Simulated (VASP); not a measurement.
# Ni (Fm-3m) in VASP: notebook

Runs on Ni. Level: PBEsol. Tasks: single point.

Program: VASP 6.6.1. These are calculated values, not measurements. Logs are shortened: lines on timing, memory, paths and dates and some standing lists are left out, and cuts for length are marked.

## (1) The cell of the first run

Symmetry: Fm-3m, No. 225, cubic system. The conventional cell has a = 3.315 Å, b = 3.315 Å, c = 3.315 Å, α = 90.00°, β = 90.00°, γ = 90.00°. Ni (site symmetry m-3m) has 12 Ni at 2.34 Å within 3.1 Å.

## (2) Single point, PBEsol (volume scaled by 0.88)

INCAR

```
SYSTEM = Ni
PREC     = Accurate       ! precision mode
ENCUT    = 520            ! plane-wave cutoff, eV
EDIFF    = 1E-6           ! SCF threshold, eV
ISMEAR   = -1             ! smearing method
SIGMA    = 0.1            ! smearing width, eV
LREAL    = .FALSE.        ! projectors in reciprocal space
LASPH    = .TRUE.         ! aspherical terms in the spheres
NELM     = 60             ! most SCF steps
ALGO     = Normal         ! electronic algorithm
ISIF     = 2              ! what is computed and relaxed
LWAVE    = .FALSE.        ! write WAVECAR
LCHARG   = .TRUE.         ! write CHGCAR
GGA      = PS             ! functional
LELF     = .TRUE.         ! ELF
LVHAR    = .TRUE.       
NBANDS   = 11             ! bands
```

KPOINTS

```
regular mesh
0
G
  26 26 26
  0 0 0
```

POSCAR

```
Ni
1.0
    0.0000000000      1.6575022425      1.6575022425
    1.6575022425      0.0000000000      1.6575022425
    1.6575022425      1.6575022425      0.0000000000
Ni
1
Direct
    0.0000000000      0.0000000000      0.0000000000
```

Potentials or basis: VASP PAW PBE potentials, release 64 (Ni).

On the command line:

```
> cat potpaw_PBE.64/Ni/POTCAR > POTCAR
> mpirun -np 1 vasp_std > vasp.out
```

OUTCAR:

```text
SYSTEM = Ni
   PREC = Accurate
   ENCUT = 520
   EDIFF = 1E-6
   ISMEAR = -1
   LREAL = .FALSE.
   LASPH = .TRUE.
   NELM = 60
   ISIF = 2
   GGA = PS

 ion  position               nearest neighbor table
   1  0.000  0.000  0.000-

  LATTYP: Found a face centered cubic cell.
 ALAT       =     3.3150044850

  Lattice vectors:

 A1 = (   0.0000000000,   1.6575022425,   1.6575022425)
 A2 = (   1.6575022425,   0.0000000000,   1.6575022425)
 A3 = (   1.6575022425,   1.6575022425,   0.0000000000)

Analysis of symmetry for initial positions (statically):
[... 33 lines left out ...]
                                     Primitive cell

  volume of cell :       9.1074

  direct lattice vectors                    reciprocal lattice vectors
     0.000000000  1.657502242  1.657502242    -0.301658717  0.301658717  0.301658717
     1.657502242  0.000000000  1.657502242     0.301658717 -0.301658717  0.301658717
     1.657502242  1.657502242  0.000000000     0.301658717  0.301658717 -0.301658717

  length of vectors
     2.344062151  2.344062151  2.344062151     0.522488224  0.522488224  0.522488224

  position of ions in fractional coordinates (direct lattice)
     0.000000000  0.000000000  0.000000000

  ion indices of the primitive-cell ions
   primitive index   ion index
                 1           1

----------------------------------------------------------------------------------------

 KPOINTS: regular mesh

Automatic generation of k-mesh.
 Grid dimensions read from file:
 generate k-points for:   26   26   26

 Generating k-lattice:

  Cartesian coordinates                     Fractional coordinates (reciprocal lattice)
    -0.011602258  0.011602258  0.011602258     0.038461538  0.000000000  0.000000000
     0.011602258 -0.011602258  0.011602258     0.000000000  0.038461538  0.000000000
     0.011602258  0.011602258 -0.011602258     0.000000000  0.000000000  0.038461538

  Length of vectors
     0.020095701  0.020095701  0.020095701

  Shift w.r.t. Gamma in fractional coordinates (k-lattice)
     0.000000000  0.000000000  0.000000000

 Subroutine IBZKPT returns following result:
 ===========================================

 Found    511 irreducible k-points:

 Following reciprocal coordinates:
            Coordinates               Weight
  0.000000  0.000000  0.000000      1.000000
  0.038462  0.000000  0.000000      8.000000
  0.076923  0.000000  0.000000      8.000000
  0.115385  0.000000  0.000000      8.000000
  0.153846  0.000000  0.000000      8.000000
[... 37 lines left out ...]
   NELM   =     60;   NELMIN=  2; NELMDL= -5     # of ELM steps
   EDIFF  = 0.1E-05   stopping-criterion for ELM
   LREAL  =      F    real-space projection
   EDIFFG = 0.1E-04   stopping-criterion for IOM
   NSW    =      0    number of steps for IOM
   IBRION =     -1    ionic relax: 0-MD 1-quasi-New 2-CG
   NFREE  =      0    steps in history (QN), initial steepest desc. (CG)
   ISIF   =      2    stress and relaxation
   ISYM   =      2    0-nonsym 1-usesym 2-fastsym
   POTIM  = 0.5000    time-step for ionic-motion
   TEBEG  =    0.0;   TEEND  =   0.0 temperature during run
   PSTRESS=    0.0 pullay stress
   NELECT =      10.0000    total number of electrons
   NUPDOWN=      -1.0000    fix difference up-down
   EMIN   =  10.00;   EMAX   =-10.00  energy-range for DOS
   EFERMI =   0.00;   METHOD = LEGACY
   ISMEAR =    -1;   SIGMA  =   0.10  broadening in eV -4-tet -1-fermi 0-gaus
   EFERMI_NEDOS =   21; number of points for ismear=-14 and -15
   IALGO  =     38    algorithm
   IMIX   =      4    mixing-type and parameters
     AMIX     =   0.40;   BMIX     =  1.00
     AMIX_MAG =   1.60;   BMIX_MAG =  1.00
  volume/ion in A,a.u.               =       9.11        61.46
  Fermi-wavevector in a.u.,A,eV,Ry     =   1.688926  3.191608 38.810240  2.852472
  Thomas-Fermi vector in A             =   2.771145
   LORBIT       =      0    0 simple, 1 ext, 2 COOP (PROOUT), +10 PAW based schemes
   GGA     = PS    functional components
   LHFCALC =     F    Hartree Fock is set to
   AEXX    =    0.0000 exact exchange contribution
   IVDW    =     0    specifies the selected vdW correction
   LEPSILON=     F    determine dielectric tensor
   LRPA    =     F    only Hartree local field effects (RPA)
 non-spin polarized calculation
  energy-cutoff  :      520.00
  volume of cell :        9.11
 maximum number of plane-waves:       262
 NGX is ok and might be reduce to    18
   NGX =  9   NGY =  9   NGZ =  9

 number of electron      10.0000010 magnetization

 Free energy of the ion-electron system (eV)
  ---------------------------------------------------
  ext. energy  EPLUGINS =         0.00000000
  ---------------------------------------------------
  free energy    TOTEN  =        -5.99701604 eV

  energy without entropy =       -5.92063803  energy(sigma->0) =       -5.95882703

 E-fermi :  11.8231     XC(G=0): -14.5259

 val. band max:       11.8219560583   @ k =  -0.4615   0.4231   0.1154
 cond. band min:      11.8232683135   @ k =   0.5000   0.4231   0.0769
 fundamental gap:      0.0013122552
 Fermi energy:        11.8231393549

 k-point     1 :       0.0000    0.0000    0.0000
  band No.  band energies     occupation
      1       1.5793      2.00000
      2       9.3796      2.00000
      3       9.3796      2.00000
      4       9.3796      2.00000
      5      10.8344      1.99990
      6      10.8344      1.99990
      7      37.0861      0.00000
      8      42.3970      0.00000
      9      42.3970      0.00000
     10      42.3970      0.00000
     11      46.2063      0.00000
[... 309 lines left out ...]
 k-point    24 :       0.3846    0.0385    0.0000
  band No.  band energies     occupation
      1       5.8635      2.00000
      2       9.3954      2.00000
      3       9.4763      2.00000
      4       9.5629      2.00000
      5      11.5335      1.89538
      6      11.5785      1.84055
      7      22.5152      0.00000
      8      35.8855      0.00000
      9      38.7116      0.00000
     10      40.8137      0.00000
     11      43.2289      0.00000

 [... further k-points ...]
[... 5 lines left out ...]
  --------------------------------------------------------------------------------------
  -------------------------------------------------------------------------------------
  Total        2.2765173      2.2765173      2.2765173      0.0000000      0.0000000     -0.0000000
  in kB      400.4876889    400.4876889    400.4876889      0.0000000      0.0000000     -0.0000000
  external PRESSURE =     400.4876889 kB  Pullay stress =       0.0000000 kB

 VOLUME and BASIS-vectors are now :
 -----------------------------------------------------------------------------
  energy-cutoff  :      520.00
  volume of cell :        9.11
      direct lattice vectors                 reciprocal lattice vectors
     0.000000000  1.657502242  1.657502242    -0.301658717  0.301658717  0.301658717
     1.657502242  0.000000000  1.657502242     0.301658717 -0.301658717  0.301658717
     1.657502242  1.657502242  0.000000000     0.301658717  0.301658717 -0.301658717

 POSITION                                       TOTAL-FORCE (eV/Angst)
 -----------------------------------------------------------------------------------
      0.00000      0.00000      0.00000        -0.000000      0.000000     -0.000000
 -----------------------------------------------------------------------------------
    total drift:                                0.000000     -0.000000      0.000000

  FREE ENERGIE OF THE ION-ELECTRON SYSTEM (eV)
  ---------------------------------------------------
  free  energy   TOTEN  =        -5.9970160382 eV

  energy  without entropy=       -5.9206380285  energy(sigma->0) =       -5.95882703
```

stdout:

```text
POSCAR found type information on POSCAR Ni
 POSCAR found :  1 types and       1 ions
 scaLAPACK will be used
 -----------------------------------------------------------------------------
|                                                                             |
|                                                                             |
|     You enforced a specific xc type in the INCAR file but a different       |
|     I HOPE YOU KNOW WHAT YOU ARE DOING!                                     |
|                                                                             |
 -----------------------------------------------------------------------------

 LDA part: xc-table for (Slater+PW92), standard interpolation
 POSCAR, INCAR and KPOINTS ok, starting setup
 FFT: planning ... GRIDC
 FFT: planning ... GRID_SOFT
 FFT: planning ... GRID
 WAVECAR not read
 entering main loop
```

Wall time 26 s (1 thread of AMD EPYC 9R45 (Zen 5), shared host); peak memory 0.13 GiB.

Results:

* Free energy: -5.9970 eV
* Pressure: 40.0 GPa
* Band gap on the k mesh: zero (band 5 reaches 12.03 eV, above the bottom of band 6 at 10.77 eV)

Caveat: the cell differs from its parent crystal (volume scaled by 0.88); the PAW data sets were made with another functional, which shifts forces and pressure a little; the run has no spin polarisation, though such a crystal can be magnetic. Spin polarisation is off, so any magnetic state and its effect on volume and gap are missing.

## (3) Single point, PBEsol, collinear spin, ferromagnetic start

This run uses another cell than the first one, of 10.39 Å³/atom, 1.141 times its volume.

INCAR

```
PREC = Accurate
ENCUT = 520
EDIFF = 1E-7
ISMEAR = -1
SIGMA = 0.05
LREAL = False
LASPH = True
NELM = 150
ALGO = Normal
ISIF = 2
LWAVE = False
LCHARG = False
ISPIN = 2
MAGMOM = 0.8
LORBIT = 11
LMAXMIX = 4
GGA = PS
NBANDS = 15
```

KPOINTS

```
regular mesh
0
Gamma
  15 15 15
```

POSCAR

```
Ni
1.0
    0.0000000000      1.7319612684      1.7319612684
    1.7319612684      0.0000000000      1.7319612684
    1.7319612684      1.7319612684      0.0000000000
Ni
1
Direct
    0.0000000000      0.0000000000      0.0000000000
```

Potentials or basis: VASP PAW PBE potentials, release 64 (Ni).

On the command line:

```
> cat potpaw_PBE.64/Ni/POTCAR > POTCAR
> mpirun -np 1 vasp_std > vasp.out
```

Run time: 23 s. Hardware: 1 thread of AMD EPYC 9R45 (Zen 5), shared host; peak memory 0.11 GiB.

Results (log left out):

- Free energy: -6.1430 eV
- Pressure: 0.0 GPa
- Net moment: 0.64 μB per cell
- Site moments: Ni +0.64 μB
- Valence electrons inside the program's atomic spheres: Ni 9.40

Levels at points of the mesh, in eV from the Fermi level:
Spin up:
| k point | band 1 | band 2 | band 3 | band 4 | band 5 | band 6 | band 7 | band 8 | band 9 | band 10 |
| --- | --- | --- | --- | --- | --- | --- | --- | --- | --- | --- |
| (0.00, 0.00, 0.00) | -9.38 | -2.55 | -2.55 | -2.55 | -1.30 | -1.30 | 24.09 | 28.29 | 28.29 | 28.29 |
Spin down:
```
           k point  band 3  band 4  band 5  band 6  band 7  band 8
(0.00, 0.00, 0.00)   -1.82   -1.82   -0.68   -0.68   23.98   28.29
```

Caveat: the PAW data sets were made with another functional, which shifts forces and pressure a little.

(Continued in part 2 of 2.)
